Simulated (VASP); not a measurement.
# Sr8H11I4 (a cell with a defect) in VASP: single point with PBEsol

Aim: the single point of Sr8H11I4 (a cell with a defect) with PBEsol.

Everything below comes from runs of VASP 6.6.1. Logs are shortened: lines on timing, memory, paths and dates and some standing lists are left out, and cuts for length are marked.

## 1. The cell of the first run

The cell holds a defect, 23 atoms: a = 7.525 Å, b = 8.350 Å, c = 8.350 Å, α = 120.00°, β = 90.00°, γ = 90.00°.

## 2. Single point, PBEsol

INCAR reads:

```
PREC = Accurate
ENCUT = 520
EDIFF = 1E-6
ISMEAR = 0
SIGMA = 0.05
LREAL = Auto
LASPH = True
NELM = 100
ALGO = Normal
ISIF = 2
LWAVE = False
LCHARG = False
GGA = PS
NBANDS = 76
NELECT = 118.0
```

KPOINTS reads:

```
Automatic mesh
0
Gamma
  4 3 3
```

POSCAR reads:

```
Sr8H11I4
1.0
    0.0000000000      0.0000000000     -7.5247496071
    4.1747609396      7.2308980567      0.0000000000
    4.1747609395     -7.2308980568      0.0000000000
Sr H I
8 11 4
Direct
    0.3162036703      0.3417585151      0.6662330613
    0.3212448500      0.3364307975      0.1728615950
    0.3162036703      0.8244745462      0.6662330613
    0.3090963982      0.8306694746      0.1613389491
    0.6908432393      0.1716845362      0.3318464799
    0.6897386836      0.1693305254      0.8386610509
    0.6908432393      0.6601619437      0.3318464799
    0.6858020596      0.6654896613      0.8309793226
    0.4841416671      0.0180788999     -0.0180788999
    0.4951967458      0.5000000000      0.5000000000
    0.4841416671      0.4638422001     -0.0180788999
    0.6395638121      0.3242660999      0.6604140471
    0.6460753849      0.3344793353      0.1689586705
    0.6395638121      0.8361479472      0.6604140471
    0.6306448811      0.8384399510      0.1768799020
    0.3709175602      0.1572750771      0.3362974651
    0.4190328299      0.0963056156      0.6926112312
    0.3709175602      0.6790223880      0.3362974651
    0.3644059874      0.6688091526      0.8376183052
    1.0017708455      0.0007140127      0.5014280254
    1.0017708455      0.0007140127     -0.0007140127
    1.0021401327      0.5000000000      0.5000000000
    1.0017708455      0.4985719746     -0.0007140127
```

Potentials or basis: VASP PAW PBE potentials, release 64 (Sr_sv, H, I).

The run is started by

```bash
$ cat potpaw_PBE.64/Sr_sv/POTCAR potpaw_PBE.64/H/POTCAR potpaw_PBE.64/I/POTCAR > POTCAR
$ mpirun -np 1 vasp_std > vasp.out
```

OUTCAR:

```text
PREC = Accurate
   ENCUT = 520
   EDIFF = 1E-6
   ISMEAR = 0
   LREAL = Auto
   LASPH = True
   NELM = 100
   ISIF = 2
   GGA = PS
   NELECT = 118.0

 ion  position               nearest neighbor table
   1  0.316  0.342  0.666-  17 2.30  19 2.39  16 2.43  12 2.44  11 2.63  10 2.71  22 3.33  23 3.38
                            20 3.42   8 3.64   5 3.71   6 3.76   3 4.03   2 4.10   4 4.11   4 4.24
   2  0.321  0.336  0.173-  13 2.44  18 2.51  16 2.51  11 2.62   9 2.62  10 2.70  22 3.37  21 3.42
                            23 3.42   7 3.64   5 3.64   6 3.68   3 4.10   1 4.10   4 4.18   4 4.18
   3  0.316  0.824  0.666-  17 2.30  19 2.39  18 2.43  14 2.44   9 2.63  10 2.71  22 3.33  21 3.38
                            20 3.42   8 3.64   7 3.71   6 3.76   1 4.03   2 4.10   4 4.11   4 4.24
   4  0.309  0.831  0.161-  19 2.38  16 2.41  18 2.41  15 2.42   9 2.96  11 2.96  21 3.33  23 3.33
                            20 3.38   8 3.71   5 3.79   7 3.79   3 4.11   1 4.11   2 4.18   2 4.18
   5  0.691  0.172  0.332-  13 2.38  12 2.41  16 2.41  15 2.45  10 2.79   9 2.98  22 3.34  21 3.36
                            20 3.40   2 3.64   1 3.71   4 3.79   7 4.08   6 4.11   8 4.15   8 4.20
   6  0.690  0.169  0.839-  17 2.29  13 2.41  14 2.44  12 2.44  11 2.63   9 2.63  21 3.34  23 3.34
                            20 3.39   2 3.68   3 3.76   1 3.76   5 4.11   7 4.11   8 4.18   8 4.18
   7  0.691  0.660  0.332-  13 2.38  14 2.41  18 2.41  15 2.45  10 2.79  11 2.98  22 3.34  23 3.36
                            20 3.40   2 3.64   3 3.71   4 3.79   5 4.08   6 4.11   8 4.15   8 4.20
   8  0.686  0.665  0.831-  19 2.42  12 2.49  14 2.49  15 2.54  10 2.79   9 2.97  11 2.97  22 3.38
                            21 3.40  23 3.40   1 3.64   3 3.64   4 3.71   5 4.15   7 4.15   6 4.18
   9  0.484  0.018  0.982-   2 2.62   3 2.63   6 2.63   4 2.96   8 2.97   5 2.98
  10  0.495  0.500  0.500-   2 2.70   3 2.71   1 2.71   8 2.79   5 2.79   7 2.79
  11  0.484  0.464  0.982-   2 2.62   1 2.63   6 2.63   4 2.96   8 2.97   7 2.98
  12  0.640  0.324  0.660-   5 2.41   1 2.44   6 2.44   8 2.49
  13  0.646  0.334  0.169-   7 2.38   5 2.38   6 2.41   2 2.44
  14  0.640  0.836  0.660-   7 2.41   3 2.44   6 2.44   8 2.49
  15  0.631  0.838  0.177-   4 2.42   5 2.45   7 2.45   8 2.54
  16  0.371  0.157  0.336-   4 2.41   5 2.41   1 2.43   2 2.51
  17  0.419  0.096  0.693-   6 2.29   3 2.30   1 2.30
  18  0.371  0.679  0.336-   4 2.41   7 2.41   3 2.43   2 2.51
  19  0.364  0.669  0.838-   4 2.38   1 2.39   3 2.39   8 2.42
  20  0.002  0.001  0.501-   4 3.38   6 3.39   7 3.40   5 3.40   1 3.42   3 3.42
  21  0.002  0.001  0.999-   4 3.33   6 3.34   5 3.36   3 3.38   8 3.40   2 3.42
  22  0.002  0.500  0.500-   3 3.33   1 3.33   5 3.34   7 3.34   2 3.37   8 3.38
  23  0.002  0.499  0.999-   4 3.33   6 3.34   7 3.36   1 3.38   8 3.40   2 3.42

  LATTYP: Found a hexagonal cell.
 ALAT       =     8.3495218791
 C/A-ratio  =     0.9012192214

  Lattice vectors:

 A1 = (   4.1747609396,   7.2308980567,   0.0000000000)
 A2 = (   4.1747609395,  -7.2308980568,   0.0000000000)
 A3 = (   0.0000000000,   0.0000000000,  -7.5247496071)

Analysis of symmetry for initial positions (statically):
=====================================================================
 Subroutine PRICEL returns:
 Original cell was already a primitive cell.

 Routine SETGRP: Setting up the symmetry group for a
 hexagonal supercell.

 Subroutine GETGRP returns: Found  2 space group operations
 (whereof  1 operations were pure point group operations)
 out of a pool of 24 trial point group operations.

The static configuration has the point symmetry C_1 .
 The point group associated with its full space group is C_1h.

Analysis of symmetry for dynamics (positions and initial velocities):
=====================================================================
 Subroutine PRICEL returns:
 Original cell was already a primitive cell.

 Routine SETGRP: Setting up the symmetry group for a
 hexagonal supercell.

 Subroutine GETGRP returns: Found  2 space group operations
 (whereof  1 operations were pure point group operations)
 out of a pool of 24 trial point group operations.

The dynamic configuration has the point symmetry C_1 .
 The point group associated with its full space group is C_1h.

 Subroutine INISYM returns: Found  2 space group operations
 (whereof  1 operations are pure point group operations),
 and found     1 'primitive' translations

----------------------------------------------------------------------------------------

                                     Primitive cell

  volume of cell :     454.3033

  direct lattice vectors                    reciprocal lattice vectors
     0.000000000  0.000000000 -7.524749607     0.000000000  0.000000000 -0.132894787
     4.174760940  7.230898057  0.000000000     0.119767337  0.069147704  0.000000000
[... 76 lines left out ...]

 Subroutine IBZKPT returns following result:
 ===========================================

 Found     14 irreducible k-points:

 Following reciprocal coordinates:
            Coordinates               Weight
  0.000000  0.000000  0.000000      1.000000
  0.250000  0.000000  0.000000      2.000000
  0.500000  0.000000  0.000000      1.000000
  0.000000  0.333333  0.000000      4.000000
  0.000000  0.000000  0.333333      2.000000
  0.250000  0.333333  0.000000      4.000000
  0.250000  0.000000  0.333333      2.000000
  0.250000 -0.333333 -0.000000      4.000000
  0.250000 -0.000000 -0.333333      2.000000
  0.500000  0.333333  0.000000      4.000000
  0.500000  0.000000  0.333333      2.000000
  0.000000  0.333333  0.333333      2.000000
  0.250000  0.333333  0.333333      4.000000
  0.500000  0.333333  0.333333      2.000000
   k-points           NKPTS =     14   k-points in BZ     NKDIM =     14   number of bands    NBANDS=     76
   number of dos      NEDOS =    301   number of ions     NIONS =     23
   total plane-waves  NPLWV = 229376
   dimension x,y,z NGX =    56 NGY =   64 NGZ =   64
   dimension x,y,z NGXF=   112 NGYF=  128 NGZF=  128
   ions per type =               8  11   4
   NGX,Y,Z   is equivalent  to a cutoff of  12.37, 12.74, 12.74 a.u.
   NGXF,Y,Z  is equivalent  to a cutoff of  24.74, 25.49, 25.49 a.u.
 SYSTEM =  unknown system
   PREC   = accura    normal or accurate (medium, high low for compatibility)
   ISTART =      0    job   : 0-new  1-cont  2-samecut
   ICHARG =      2    charge: 1-file 2-atom 10-const
   ISPIN  =      1    spin polarized calculation?
   LNONCOLLINEAR =      F non collinear calculations
   LSORBIT =      F    spin-orbit coupling
   LASPH  =      T    aspherical Exc in radial PAW
   ENCUT  =  520.0 eV  38.22 Ry    6.18 a.u.  13.99 15.52 15.52*2*pi/ulx,y,z
   NELM   =    100;   NELMIN=  2; NELMDL= -5     # of ELM steps
   EDIFF  = 0.1E-05   stopping-criterion for ELM
   LREAL  =      T    real-space projection
   EDIFFG = 0.1E-04   stopping-criterion for IOM
   NSW    =      0    number of steps for IOM
   IBRION =     -1    ionic relax: 0-MD 1-quasi-New 2-CG
   NFREE  =      0    steps in history (QN), initial steepest desc. (CG)
   ISIF   =      2    stress and relaxation
   ISYM   =      2    0-nonsym 1-usesym 2-fastsym
   POTIM  = 0.5000    time-step for ionic-motion
   TEBEG  =    0.0;   TEEND  =   0.0 temperature during run
   PSTRESS=    0.0 pullay stress
   NELECT =     118.0000    total number of electrons
   NUPDOWN=      -1.0000    fix difference up-down
   EMIN   =  10.00;   EMAX   =-10.00  energy-range for DOS
   EFERMI =   0.00;   METHOD = LEGACY
   ISMEAR =     0;   SIGMA  =   0.05  broadening in eV -4-tet -1-fermi 0-gaus
   EFERMI_NEDOS =   21; number of points for ismear=-14 and -15
   IALGO  =     38    algorithm
   IMIX   =      4    mixing-type and parameters
     AMIX     =   0.40;   BMIX     =  1.00
     AMIX_MAG =   1.60;   BMIX_MAG =  1.00
  volume/ion in A,a.u.               =      19.75       133.30
  Fermi-wavevector in a.u.,A,eV,Ry     =   1.044528  1.973872 14.844491  1.091039
  Thomas-Fermi vector in A             =   2.179285
   LORBIT       =      0    0 simple, 1 ext, 2 COOP (PROOUT), +10 PAW based schemes
   GGA     = PS    functional components
   LHFCALC =     F    Hartree Fock is set to
   AEXX    =    0.0000 exact exchange contribution
   IVDW    =     0    specifies the selected vdW correction
   LEPSILON=     F    determine dielectric tensor
   LRPA    =     F    only Hartree local field effects (RPA)
 non-spin polarized calculation
 Gauss-broadening in eV      SIGMA  =   0.05
  energy-cutoff  :      520.00
  volume of cell :      454.30
 maximum number of plane-waves:     12264
 NGX is ok and might be reduce to    56
   NGX = 27   NGY = 31   NGZ = 31

 number of electron     118.0000002 magnetization

 Free energy of the ion-electron system (eV)
  ---------------------------------------------------
  ext. energy  EPLUGINS =         0.00000000
  ---------------------------------------------------
  free energy    TOTEN  =       -82.71855779 eV

  energy without entropy =      -82.71855779  energy(sigma->0) =      -82.71855779

 E-fermi :   2.2885     XC(G=0):  -9.0074

 val. band max:        2.0288289621   @ k =   0.5000   0.0000   0.0000
 cond. band min:       4.8466692274   @ k =   0.5000   0.3333   0.3333
 fundamental gap:      2.8178402653
 Fermi energy:         2.2884902226

 k-point     1 :       0.0000    0.0000    0.0000
  band No.  band energies     occupation
      1     -31.7939      2.00000
      2     -31.7729      2.00000
      3     -31.6363      2.00000
      4     -31.6202      2.00000
      5     -31.6194      2.00000
      6     -31.3326      2.00000
[... 1025 lines left out ...]
     70       6.8020      0.00000
     71       6.8217      0.00000
 [bands above 71 left out]

------------------------ aborting loop because EDIFF is reached ----------------------------------------

  FORCE on cell =-STRESS in cart. coord.  units (eV):
  Direction    XX          YY          ZZ          XY          YZ          ZX
  --------------------------------------------------------------------------------------
  -------------------------------------------------------------------------------------
  Total       -3.7886276     -3.7489459     -3.3098981      0.0343654      0.0480151     -0.0831646
  in kB      -13.3612351    -13.2212909    -11.6729145      0.1211953      0.1693333     -0.2932941
  external PRESSURE =     -12.7518135 kB  Pullay stress =       0.0000000 kB

 VOLUME and BASIS-vectors are now :
 -----------------------------------------------------------------------------
  energy-cutoff  :      520.00
  volume of cell :      454.30
      direct lattice vectors                 reciprocal lattice vectors
     0.000000000  0.000000000 -7.524749607     0.000000000  0.000000000 -0.132894787
     4.174760940  7.230898057  0.000000000     0.119767337  0.069147704  0.000000000
     4.174760939 -7.230898057  0.000000000     0.119767337 -0.069147704  0.000000000

 POSITION                                       TOTAL-FORCE (eV/Angst)
 -----------------------------------------------------------------------------------
      4.20812     -2.34624     -2.37935         0.100651      0.136779      0.055447
      2.12617      1.18275     -2.41729         0.058346     -0.033686     -0.035952
      6.22335      1.14423     -2.37935        -0.068129     -0.155556      0.055447
      4.14140      4.83986     -2.32587        -0.141180      0.081510      0.090309
      2.10212     -1.15811     -5.19842         0.009014      0.137096     -0.067365
      4.20812     -4.83986     -5.19011         0.078308     -0.045211     -0.111103
[... 15 lines left out ...]
      4.17476     -0.00000     -0.01610        -0.022185      0.012809      0.022825
      6.25320     -3.62061     -0.01333         0.001008     -0.007149     -0.029032
 -----------------------------------------------------------------------------------
    total drift:                               -0.000527      0.000305     -0.007065

  FREE ENERGIE OF THE ION-ELECTRON SYSTEM (eV)
  ---------------------------------------------------
  free  energy   TOTEN  =       -82.7185577853 eV

  energy  without entropy=      -82.7185577853  energy(sigma->0) =      -82.71855779
```

It took 21 min on 1 thread of Intel Xeon Platinum 8488C (Sapphire Rapids), shared host; peak memory 0.68 GiB.

Results:

| Item | Value |
| --- | --- |
| Free energy | -82.7186 eV |
| Largest force | 0.186 eV/Å |

Forces on the atoms (eV/Å):
```
Sr   0.101  0.137  0.055
Sr   0.058 -0.034 -0.036
Sr  -0.068 -0.156  0.055
Sr  -0.141  0.082  0.090
Sr   0.009  0.137 -0.067
Sr   0.078 -0.045 -0.111
Sr  -0.114 -0.076 -0.067
Sr  -0.047  0.027  0.047
H    0.042 -0.071 -0.007
H   -0.028  0.016  0.007
H    0.082 -0.001 -0.007
H    0.006  0.056 -0.045
H    0.016 -0.009 -0.008
H   -0.046 -0.033 -0.045
H    0.006 -0.003  0.009
H    0.003 -0.037 -0.008
H    0.016 -0.009  0.142
H    0.034  0.016 -0.008
H    0.033 -0.019 -0.015
I   -0.025  0.014  0.055
I    0.007  0.003 -0.029
I   -0.022  0.013  0.023
I    0.001 -0.007 -0.029
```

Caveat: the cell carries a net charge on a neutralising background, which shifts energy and pressure; the cell is charged against a uniform background, so pressure and absolute levels hang on convention; the PAW data sets were made with another functional, which shifts forces and pressure a little; spin-orbit coupling is left out, which moves the levels of the heavy elements.
